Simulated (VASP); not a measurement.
Write the native input for VASP 6.6.1 that does the following.

```yaml
Task: single point
Functional: LDA
Potentials_or_basis: VASP PAW LDA potentials, release 64 (Cs_sv, I)
Cutoff: 500 eV
k_mesh: 4 × 4 × 4
Occupations: gaussian, width 0.01 eV
Spin: no spin polarisation
Dipole_correction: no
Further_INCAR_settings: ALGO = Normal; EDIFF = 1e-06; NBANDS = 15
```

The structure of CsI lies in POSCAR:

```
CsI
1.0
    4.6081404514      0.0000000000      0.0000000000
    0.0000000000      4.6081404514      0.0000000000
    0.0000000000      0.0000000000      4.6081404514
Cs I
1 1
Direct
    0.0000000000      0.0000000000      0.0000000000
    0.5000000000      0.5000000000      0.5000000000
```

The input as run:

INCAR

```
SYSTEM = CsI
ALGO = Normal
EDIFF = 1E-6
ENCUT = 500
GGA = CA
GGA_COMPAT = .FALSE.
ISIF = 2
ISMEAR = 0
LASPH = .TRUE.
LCHARG = .FALSE.
LREAL = .FALSE.
LWAVE = .FALSE.
NBANDS = 15
NELM = 120
PREC = Accurate
SIGMA = 0.01
```

KPOINTS

```
k-points
0
G
  4 4 4
  0 0 0
```

Potentials or basis: VASP PAW LDA potentials, release 64 (Cs_sv, I).

Run with:

```sh
$ cat potpaw_LDA.64/Cs_sv/POTCAR potpaw_LDA.64/I/POTCAR > POTCAR
$ mpirun -np 1 vasp_std > vasp.out
```

It gave:

| Item | Value |
| --- | --- |
| Pressure | -1.6 GPa |
| Band gap on the k mesh | 3.45 eV, indirect (least direct gap 3.54 eV) |

Caveat: spin-orbit coupling is left out, which moves the levels of the heavy elements.

Run time: 22 s on 1 thread of Intel Xeon 8259CL (shared host), peak memory 0.17 GiB.
